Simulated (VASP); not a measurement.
## La3In: single point with LDA

The system is La3In.

```
La In
1.0
     4.91327    0.00003    0.00001
     0.00002    4.91435   -0.00003
     0.00001   -0.00013    4.89354
La In
3 1
Direct
  0.98589 0.47917 0.51186
  0.48553 0.97948 0.50728
  0.48617 0.47978 0.00986
  0.98592 0.97947 0.01024
```

| Item | Value |
| --- | --- |
| Program | VASP 6.6.1 |
| Task | single point |
| Functional | LDA |
| Potentials or basis | VASP PAW LDA potentials, release 64 (La, In_d) |
| Cutoff | 520 eV |
| k mesh | 4 × 4 × 4, shifted |
| Occupations | fermi-dirac, width 0.0368 eV |
| Spin | no spin polarisation |

```yaml
Pressure: 0.0 GPa
Largest_force: 0.005 eV/Å
Band_gap_on_the_k_mesh: zero (bands 23 and 24 overlap by 1.07 eV)
```

Forces on the atoms (eV/Å):
```
La   0.000  0.003  0.000
La   0.001  0.000  0.004
La   0.000 -0.003 -0.001
In   0.000  0.000 -0.004
```

Levels at points of the mesh, in eV from the Fermi level:
```
           k point  band 20  band 21  band 22  band 23  band 24  band 25  band 26  band 27
(0.00, 0.12, 0.00)    -1.14    -0.96    -0.94    -0.94    -0.84     0.74     0.78     0.79
```

Run time: 67 s on 1 thread of Intel(R) Xeon(R) 6975P-C (Granite Rapids) (shared host), peak memory 0.26 GiB.

Caveat: spin-orbit coupling is left out, which moves the levels of the heavy elements.
